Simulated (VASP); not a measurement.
The system is Be.

```
Be
1.0
     2.21422    0.00000    0.00000
    -1.10711    1.91757    0.00000
     0.00000    0.00000    3.50000
Be
2
Direct
  0.33333 0.66667 0.25000
  0.66667 0.33333 0.75000
```

- Program: VASP 6.6.1
- Task: relaxation of cell and atoms
- Functional: PBE
- Potentials or basis: VASP PAW PBE potentials, release 64 (Be)
- Cutoff: 600 eV
- k mesh: 21 × 21 × 12
- Occupations: gaussian, width 0.1 eV
- Spin: no spin polarisation

At the start: pressure 8.6 GPa; volume 7.43 Å³/atom.

Task: Where does the relaxation end?

Result: Over 7 steps the energy falls by 12.5 meV/atom and the volume is 7.92 Å³/atom (+6.5 %); space group P6_3/mmc (No. 194, to 0.1 Å) before and after.

Step by step:
```csv
step,energy change (eV),largest force (eV/Å),pressure (GPa),volume (Å³)
1,0.0000,0.0000,8.65,14.86
2,-0.0248,0.0000,0.71,15.74
3,-0.0250,0.0000,-0.03,15.83
4,-0.0249,0.0000,0.13,15.81
5,-0.0250,0.0000,0.13,15.82
6,-0.0250,0.0000,0.13,15.82
7,-0.0250,0.0000,0.01,15.83
```

Final structure:
```cif
data_structure
_symmetry_space_group_name_H-M 'P 1'
_symmetry_Int_Tables_number 1
_cell_length_a 2.2635
_cell_length_b 2.2635
_cell_length_c 3.5683
_cell_angle_alpha 90.000
_cell_angle_beta 90.000
_cell_angle_gamma 120.000
_cell_volume 15.83
loop_
_atom_site_label
_atom_site_type_symbol
_atom_site_fract_x
_atom_site_fract_y
_atom_site_fract_z
_atom_site_occupancy
Be1 Be 0.33333 0.66667 0.25000 1
Be2 Be 0.66667 0.33333 0.75000 1
```
